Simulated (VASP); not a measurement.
# Na (Fd-3m) in VASP: single point with PBEsol

Aim: the single point of Na with PBEsol.

All numbers are computed with VASP 6.6.1; they aren't measurements. Logs are shortened: lines on timing, memory, paths and dates and some standing lists are left out, and cuts for length are marked.

**1. The cell of the first run**

The structure is cubic, space group Fd-3m (No. 227). Conventional cell: a = 7.169 Å, b = 7.169 Å, c = 7.169 Å, α = 90.00°, β = 90.00°, γ = 90.00°. Within 4.1 Å of Na (site symmetry -43m) lie 4 Na at 3.10 Å.

This isn't the form of Na at room conditions, which is bcc.

**2. Single point, PBEsol**

The input, INCAR:

```
PREC = Accurate ; ENCUT = 520
EDIFF = 1E-6 ; ISMEAR = -1
SIGMA = 0.005 ; LREAL = False
LASPH = True ; NELM = 60
ALGO = Normal ; ISIF = 2
LWAVE = False ; LCHARG = False
GGA = PS ; ISYM = 0
NBANDS = 14
```

The input, KPOINTS:

```
Automatic mesh
0
Gamma
  9 9 9
```

The input, POSCAR:

```
Na
1.0
    0.0000000000      3.5845511268      3.5845511268
    3.5845511268      0.0000000000      3.5845511268
    3.5845511268      3.5845511268      0.0000000000
Na
2
Direct
   -0.1250000000     -0.1250000000     -0.1250000000
    0.1250000000      0.1250000000      0.1250000000
```

Potentials or basis: VASP PAW PBE potentials, release 64 (Na_pv).

The run is started by

```
> cat potpaw_PBE.64/Na_pv/POTCAR > POTCAR
> mpirun -np 1 vasp_std > vasp.out
```

OUTCAR:

```text
PREC = Accurate
   ENCUT = 520
   EDIFF = 1E-6
   ISMEAR = -1
   LREAL = False
   LASPH = True
   NELM = 60
   ISIF = 2
   GGA = PS
   ISYM = 0

 ion  position               nearest neighbor table
   1  0.875  0.875  0.875-
   2  0.125  0.125  0.125-

IMPORTANT INFORMATION: All symmetrisations will be switched off!
NOSYMM: (Re-)initialisation of all symmetry stuff for point group C_1.

----------------------------------------------------------------------------------------

                                     Primitive cell

  volume of cell :      92.1158

  direct lattice vectors                    reciprocal lattice vectors
     0.000000000  3.584551127  3.584551127    -0.139487479  0.139487479  0.139487479
     3.584551127  0.000000000  3.584551127     0.139487479 -0.139487479  0.139487479
     3.584551127  3.584551127  0.000000000     0.139487479  0.139487479 -0.139487479

  length of vectors
     5.069320819  5.069320819  5.069320819     0.241599401  0.241599401  0.241599401

  position of ions in fractional coordinates (direct lattice)
     0.875000000  0.875000000  0.875000000
     0.125000000  0.125000000  0.125000000

  ion indices of the primitive-cell ions
   primitive index   ion index
                 1           1
                 2           2

----------------------------------------------------------------------------------------

 KPOINTS: Automatic mesh

Automatic generation of k-mesh.
 Grid dimensions read from file:
 generate k-points for:    9    9    9

 Generating k-lattice:

  Cartesian coordinates                     Fractional coordinates (reciprocal lattice)
    -0.015498609  0.015498609  0.015498609     0.111111111  0.000000000  0.000000000
     0.015498609 -0.015498609  0.015498609     0.000000000  0.111111111  0.000000000
     0.015498609  0.015498609 -0.015498609     0.000000000  0.000000000  0.111111111

  Length of vectors
     0.026844378  0.026844378  0.026844378

  Shift w.r.t. Gamma in fractional coordinates (k-lattice)
     0.000000000  0.000000000  0.000000000

 Subroutine IBZKPT returns following result:
 ===========================================

 Found    365 irreducible k-points:

 Following reciprocal coordinates:
            Coordinates               Weight
  0.000000  0.000000  0.000000      1.000000
  0.111111  0.000000  0.000000      2.000000
  0.000000  0.111111  0.000000      2.000000
  0.000000  0.000000  0.111111      2.000000
  0.111111  0.111111  0.111111      2.000000
  0.222222  0.000000  0.000000      2.000000
[... 16 lines left out ...]
  0.111111  0.000000  0.222222      2.000000
  0.111111  0.111111 -0.111111      2.000000
 [... further k-points ...]
   k-points           NKPTS =    365   k-points in BZ     NKDIM =    365   number of bands    NBANDS=     14
   number of dos      NEDOS =    301   number of ions     NIONS =      2
   total plane-waves  NPLWV =  64000
   dimension x,y,z NGX =    40 NGY =   40 NGZ =   40
   dimension x,y,z NGXF=    80 NGYF=   80 NGZF=   80
   ions per type =               2
   NGX,Y,Z   is equivalent  to a cutoff of  13.12, 13.12, 13.12 a.u.
   NGXF,Y,Z  is equivalent  to a cutoff of  26.24, 26.24, 26.24 a.u.
 SYSTEM =  unknown system
   PREC   = accura    normal or accurate (medium, high low for compatibility)
   ISTART =      0    job   : 0-new  1-cont  2-samecut
   ICHARG =      2    charge: 1-file 2-atom 10-const
   ISPIN  =      1    spin polarized calculation?
   LNONCOLLINEAR =      F non collinear calculations
   LSORBIT =      F    spin-orbit coupling
   LASPH  =      T    aspherical Exc in radial PAW
   ENCUT  =  520.0 eV  38.22 Ry    6.18 a.u.   9.43  9.43  9.43*2*pi/ulx,y,z
   NELM   =     60;   NELMIN=  2; NELMDL= -5     # of ELM steps
   EDIFF  = 0.1E-05   stopping-criterion for ELM
   LREAL  =      F    real-space projection
   EDIFFG = 0.1E-04   stopping-criterion for IOM
   NSW    =      0    number of steps for IOM
   IBRION =     -1    ionic relax: 0-MD 1-quasi-New 2-CG
   NFREE  =      0    steps in history (QN), initial steepest desc. (CG)
   ISIF   =      2    stress and relaxation
   ISYM   =      0    0-nonsym 1-usesym 2-fastsym
   POTIM  = 0.5000    time-step for ionic-motion
   TEBEG  =    0.0;   TEEND  =   0.0 temperature during run
   PSTRESS=    0.0 pullay stress
   NELECT =      14.0000    total number of electrons
   NUPDOWN=      -1.0000    fix difference up-down
   EMIN   =  10.00;   EMAX   =-10.00  energy-range for DOS
   EFERMI =   0.00;   METHOD = LEGACY
   ISMEAR =    -1;   SIGMA  =   0.01  broadening in eV -4-tet -1-fermi 0-gaus
   EFERMI_NEDOS =   21; number of points for ismear=-14 and -15
   IALGO  =     38    algorithm
   IMIX   =      4    mixing-type and parameters
     AMIX     =   0.40;   BMIX     =  1.00
     AMIX_MAG =   1.60;   BMIX_MAG =  1.00
  volume/ion in A,a.u.               =      46.06       310.81
  Fermi-wavevector in a.u.,A,eV,Ry     =   0.873654  1.650966 10.384933  0.763271
  Thomas-Fermi vector in A             =   1.993075
   LORBIT       =      0    0 simple, 1 ext, 2 COOP (PROOUT), +10 PAW based schemes
   GGA     = PS    functional components
   LHFCALC =     F    Hartree Fock is set to
   AEXX    =    0.0000 exact exchange contribution
   IVDW    =     0    specifies the selected vdW correction
   LEPSILON=     F    determine dielectric tensor
   LRPA    =     F    only Hartree local field effects (RPA)
 non-spin polarized calculation
  energy-cutoff  :      520.00
  volume of cell :       92.12
 maximum number of plane-waves:      2505
 NGX is ok and might be reduce to    40
   NGX = 19   NGY = 19   NGZ = 19

 number of electron      13.9999989 magnetization

 Free energy of the ion-electron system (eV)
  ---------------------------------------------------
  ext. energy  EPLUGINS =         0.00000000
  ---------------------------------------------------
  free energy    TOTEN  =        -2.07222781 eV

  energy without entropy =       -2.07199679  energy(sigma->0) =       -2.07211230

 E-fermi :  -0.2548     XC(G=0):  -5.9100

 val. band max:       -0.2700306164   @ k =   0.2222   0.0000  -0.4444
 cond. band min:      -0.2482489637   @ k =  -0.2222   0.2222  -0.4444
 fundamental gap:      0.0217816527
 Fermi energy:        -0.2548095495

 k-point     1 :       0.0000    0.0000    0.0000
  band No.  band energies     occupation
      1     -25.5899      2.00000
      2     -25.5899      2.00000
      3     -25.5899      2.00000
      4     -25.5340      2.00000
      5     -25.5340      2.00000
      6     -25.5340      2.00000
      7      -3.1086      2.00000
      8       4.8498      0.00000
      9       4.8498      0.00000
     10       4.8498      0.00000
     11       5.1268      0.00000
     12       5.1268      0.00000
     13       5.1268      0.00000
     14       7.1485      0.00000

 k-point     2 :       0.1111    0.0000    0.0000
  band No.  band energies     occupation
      1     -25.5907      2.00000
      2     -25.5907      2.00000
      3     -25.5898      2.00000
      4     -25.5344      2.00000
      5     -25.5333      2.00000
      6     -25.5333      2.00000
      7      -2.9978      2.00000
      8       3.5866      0.00000
      9       4.4853      0.00000
     10       4.4853      0.00000
     11       5.5420      0.00000
     12       5.6379      0.00000
     13       5.6379      0.00000
     14       6.7672      0.00000

 k-point     3 :       0.0000    0.1111    0.0000
  band No.  band energies     occupation
      1     -25.5907      2.00000
      2     -25.5907      2.00000
      3     -25.5898      2.00000
      4     -25.5344      2.00000
      5     -25.5333      2.00000
      6     -25.5333      2.00000
      7      -2.9978      2.00000
      8       3.5866      0.00000
      9       4.4853      0.00000
     10       4.4853      0.00000
     11       5.5420      0.00000
     12       5.6379      0.00000
     13       5.6379      0.00000
     14       6.7672      0.00000

 k-point     4 :       0.0000    0.0000    0.1111
  band No.  band energies     occupation
      1     -25.5907      2.00000
      2     -25.5907      2.00000
      3     -25.5898      2.00000
      4     -25.5344      2.00000
      5     -25.5333      2.00000
      6     -25.5333      2.00000
      7      -2.9978      2.00000
      8       3.5866      0.00000
      9       4.4853      0.00000
     10       4.4853      0.00000
     11       5.5420      0.00000
     12       5.6379      0.00000
     13       5.6379      0.00000
     14       6.7672      0.00000

 k-point     5 :       0.1111    0.1111    0.1111
  band No.  band energies     occupation
      1     -25.5907      2.00000
      2     -25.5907      2.00000
      3     -25.5898      2.00000
      4     -25.5344      2.00000
      5     -25.5333      2.00000
      6     -25.5333      2.00000
      7      -2.9978      2.00000
      8       3.5866      0.00000
      9       4.4853      0.00000
     10       4.4853      0.00000
     11       5.5419      0.00000
     12       5.6379      0.00000
     13       5.6379      0.00000
     14       6.7672      0.00000

 k-point     6 :       0.2222    0.0000    0.0000
  band No.  band energies     occupation
      1     -25.5927      2.00000
      2     -25.5927      2.00000
      3     -25.5896      2.00000
      4     -25.5352      2.00000
      5     -25.5315      2.00000
      6     -25.5314      2.00000
      7      -2.6671      2.00000
      8       2.1233      0.00000
      9       4.1899      0.00000
     10       4.1899      0.00000
     11       5.4517      0.00000
     12       5.7090      0.00000
     13       5.7090      0.00000
     14       6.7519      0.00000

 k-point     7 :       0.0000    0.2222    0.0000
  band No.  band energies     occupation
      1     -25.5927      2.00000
      2     -25.5927      2.00000
      3     -25.5896      2.00000
      4     -25.5352      2.00000
      5     -25.5315      2.00000
      6     -25.5314      2.00000
      7      -2.6671      2.00000
      8       2.1233      0.00000
      9       4.1899      0.00000
     10       4.1899      0.00000
     11       5.4517      0.00000
     12       5.7090      0.00000
     13       5.7090      0.00000
     14       6.7519      0.00000
[... 205 lines left out ...]
 k-point    20 :       0.1111    0.0000    0.1111
  band No.  band energies     occupation
      1     -25.5917      2.00000
      2     -25.5917      2.00000
      3     -25.5884      2.00000
      4     -25.5359      2.00000
      5     -25.5324      2.00000
      6     -25.5324      2.00000
      7      -2.9609      2.00000
      8       3.9567      0.00000
      9       3.9567      0.00000
     10       4.3939      0.00000
     11       4.6263      0.00000
     12       5.8421      0.00000
     13       6.2421      0.00000
     14       6.2421      0.00000

 k-point    21 :       0.2222    0.1111    0.0000
  band No.  band energies     occupation
      1     -25.5936      2.00000
      2     -25.5936      2.00000
      3     -25.5870      2.00000
      4     -25.5376      2.00000
      5     -25.5306      2.00000
      6     -25.5305      2.00000
      7      -2.7035      2.00000
      8       2.6826      0.00000
      9       3.6032      0.00000
     10       4.1302      0.00000
     11       4.7909      0.00000
     12       5.2828      0.00000
     13       6.4572      0.00000
     14       6.6689      0.00000

 k-point    22 :       0.0000    0.2222    0.1111
  band No.  band energies     occupation
      1     -25.5936      2.00000
      2     -25.5936      2.00000
      3     -25.5870      2.00000
      4     -25.5376      2.00000
      5     -25.5306      2.00000
      6     -25.5305      2.00000
      7      -2.7035      2.00000
      8       2.6826      0.00000
      9       3.6032      0.00000
     10       4.1302      0.00000
     11       4.7909      0.00000
     12       5.2828      0.00000
     13       6.4572      0.00000
     14       6.6689      0.00000

 k-point    23 :       0.1111    0.0000    0.2222
  band No.  band energies     occupation
      1     -25.5936      2.00000
      2     -25.5936      2.00000
      3     -25.5870      2.00000
      4     -25.5376      2.00000
      5     -25.5306      2.00000
      6     -25.5305      2.00000
      7      -2.7035      2.00000
      8       2.6826      0.00000
      9       3.6032      0.00000
     10       4.1302      0.00000
     11       4.7909      0.00000
     12       5.2828      0.00000
     13       6.4572      0.00000
     14       6.6689      0.00000

 k-point    24 :       0.1111    0.1111   -0.1111
  band No.  band energies     occupation
      1     -25.5936      2.00000
      2     -25.5936      2.00000
      3     -25.5870      2.00000
      4     -25.5376      2.00000
      5     -25.5306      2.00000
      6     -25.5305      2.00000
      7      -2.7035      2.00000
      8       2.6826      0.00000
      9       3.6032      0.00000
     10       4.1302      0.00000
     11       4.7909      0.00000
     12       5.2828      0.00000
     13       6.4572      0.00000
     14       6.6689      0.00000

 [... further k-points ...]

------------------------ aborting loop because EDIFF is reached ----------------------------------------

  FORCE on cell =-STRESS in cart. coord.  units (eV):
  Direction    XX          YY          ZZ          XY          YZ          ZX
  --------------------------------------------------------------------------------------
  -------------------------------------------------------------------------------------
  Total        0.2840011      0.2840014      0.2840009      0.0000168      0.0000161      0.0000173
  in kB        4.9396504      4.9396567      4.9396478      0.0002927      0.0002805      0.0003008
  external PRESSURE =       4.9396516 kB  Pullay stress =       0.0000000 kB

 VOLUME and BASIS-vectors are now :
 -----------------------------------------------------------------------------
  energy-cutoff  :      520.00
  volume of cell :       92.12
      direct lattice vectors                 reciprocal lattice vectors
     0.000000000  3.584551127  3.584551127    -0.139487479  0.139487479  0.139487479
     3.584551127  0.000000000  3.584551127     0.139487479 -0.139487479  0.139487479
     3.584551127  3.584551127  0.000000000     0.139487479  0.139487479 -0.139487479

 POSITION                                       TOTAL-FORCE (eV/Angst)
 -----------------------------------------------------------------------------------
      6.27296      6.27296      6.27296         0.000001      0.000001      0.000001
      0.89614      0.89614      0.89614        -0.000001     -0.000001     -0.000001
 -----------------------------------------------------------------------------------
    total drift:                               -0.000001      0.000001     -0.000001

  FREE ENERGIE OF THE ION-ELECTRON SYSTEM (eV)
  ---------------------------------------------------
  free  energy   TOTEN  =        -2.0722278068 eV

  energy  without entropy=       -2.0719967937  energy(sigma->0) =       -2.07211230
```

It took 4.3 min on 1 thread of Intel Xeon Platinum 8259CL at 2.50GHz (Skylake/Cascade Lake), shared host; peak memory 0.47 GiB.

What came out:

```
Free energy            : -2.0722 eV
Pressure               : 0.5 GPa
Band gap on the k mesh : zero (bands 7 and 8 overlap by 0.62 eV)
```

Levels at points of the mesh, in eV from the Fermi level:
| k point | band 5 | band 6 | band 7 | band 8 | band 9 | band 10 |
| --- | --- | --- | --- | --- | --- | --- |
| (0.00, 0.00, 0.00) | -25.28 | -25.28 | -2.85 | 5.10 | 5.10 | 5.10 |

Caveat: the PAW data sets were made with another functional, which shifts forces and pressure a little.
